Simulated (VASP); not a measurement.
Input of a VASP 6.6.1 run:

The input INCAR:

```
SYSTEM = As
PREC     = Accurate       ! precision mode
ENCUT    = 520            ! plane-wave cutoff, eV
EDIFF    = 1E-6           ! SCF threshold, eV
ISMEAR   = 0              ! smearing method
SIGMA    = 0.02           ! smearing width, eV
LREAL    = .False.        ! projectors in reciprocal space
LASPH    = .True.         ! aspherical terms in the spheres
NELM     = 80             ! most SCF steps
ALGO     = Normal         ! electronic algorithm
ISIF     = 2              ! what is computed and relaxed
LWAVE    = .False.        ! write WAVECAR
LCHARG   = .False.        ! write CHGCAR
LDIPOL   = .True.       
IDIPOL   = 3            
DIPOL    = 0.5 0.5 0.500
GGA      = PE             ! functional
IVDW     = 12             ! dispersion correction
NBANDS   = 12             ! bands
```

KPOINTS

```
regular mesh
0
Gamma
  9 9 1
  0 0 0
```

POSCAR

```
As
1.0
    3.6350000000      0.0000000000      0.0000000000
   -1.8175000000      3.1480023428      0.0000000000
    0.0000000000      0.0000000000     28.5742413766
As
2
Direct
    0.3333333333      0.6666666667      0.4633236107
    0.6666666667      0.3333333333      0.5366763893
```

Potentials or basis: VASP PAW PBE potentials, release 64 (As).

Launch:

```sh
$ cat potpaw_PBE.64/As/POTCAR > POTCAR
$ mpirun -np 1 vasp_std > vasp.out
```

(1) What does it give for the largest force?

(2) Estimate the band gap on the k mesh.

(3) Predict the dispersion energy per atom.

## Answers

(1) 3.106 eV/Å.

(2) zero (band 5 reaches -2.05 eV, above the bottom of band 6 at -3.35 eV).

(3) -0.203 eV.
